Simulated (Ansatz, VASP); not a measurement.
# Two plane-wave programs on AgCl

File INCAR:

```
PREC     = Accurate       # precision mode
ENCUT    = 520            # plane-wave cutoff, eV
EDIFF    = 1E-6           # SCF threshold, eV
ISMEAR   = 0              # smearing method
SIGMA    = 0.05           # smearing width, eV
LREAL    = False          # projectors in reciprocal space
LASPH    = True           # aspherical terms in the spheres
NELM     = 100            # most SCF steps
ALGO     = Normal         # electronic algorithm
ISIF     = 2              # what is computed and relaxed
LWAVE    = False          # write WAVECAR
LCHARG   = False          # write CHGCAR
GGA      = PE             # functional
NBANDS   = 16             # bands
```

KPOINTS

```
Automatic mesh
0
Gamma
  8 8 8
```

Contents of POSCAR:

```
AgCl
1.0
    0.0000000000      2.8060228508      2.8060228508
    2.8060228508      0.0000000000      2.8060228508
    2.8060228508      2.8060228508      0.0000000000
Ag Cl
1 1
Direct
    0.5000000000      0.5000000000      0.5598718185
    0.0000000000      0.0000000000     -0.1821795570
```

Input for Ansatz:

```yaml
crystal:
  lattice:
    - [0.0, 2.8060228508, 2.8060228508]
    - [2.8060228508, 0.0, 2.8060228508]
    - [2.8060228508, 2.8060228508, 0.0]
  atoms:
    - { symbol: Ag, position: [0.5, 0.5, 0.5598718185] }
    - { symbol: Cl, position: [0.0, 0.0, -0.182179557] }
basis:
  ecutwfc: 420
kpoints:
  mp_grid: { grid: [8, 8, 8] }
hamiltonian:
  xc: pbe
scf:
  occupations: { method: gaussian, width: 0.05 }
output:
  forces: true
  stress: true
  eigenvalues: true
```

Change from the starting cell: mode 4 frozen in at -0.511 Å and mode 5 at -0.511 Å (largest displacements).

Alike in both runs: task single point; functional PBE; k mesh 8 × 8 × 8; occupations gaussian, width 0.05 eV; no spin polarisation.

```csv
,VASP,Ansatz
version,VASP 6.6.1,Ansatz 0.2.0
potentials or method,"VASP PAW PBE potentials, release 64 (Ag, Cl), cutoff 520 eV","scalar-relativistic, plane waves, PAW"
valence electrons in the cell,18,26
```

```csv
,VASP,Ansatz,Ansatz less VASP
gap on the k mesh at the Fermi level (eV),1.51,1.50,-0.002
least direct gap on the mesh (eV),1.76,1.76,-0.003
pressure (GPa),13.5,13.7,+0.21
"traceless stress, the component that is largest in VASP (GPa)",-12.12,-12.22,-0.092
rms of the force components (eV/Å),0.898,0.912,+0.0137
```

Atom by atom the forces differ by 0.014 eV/Å (rms over components). With one functional, cell and mesh, what is left measures potentials, basis and numerics. VASP's potentials hold 18 valence electrons a cell and Ansatz's 26, so a difference there can come from the potentials and not from the codes.
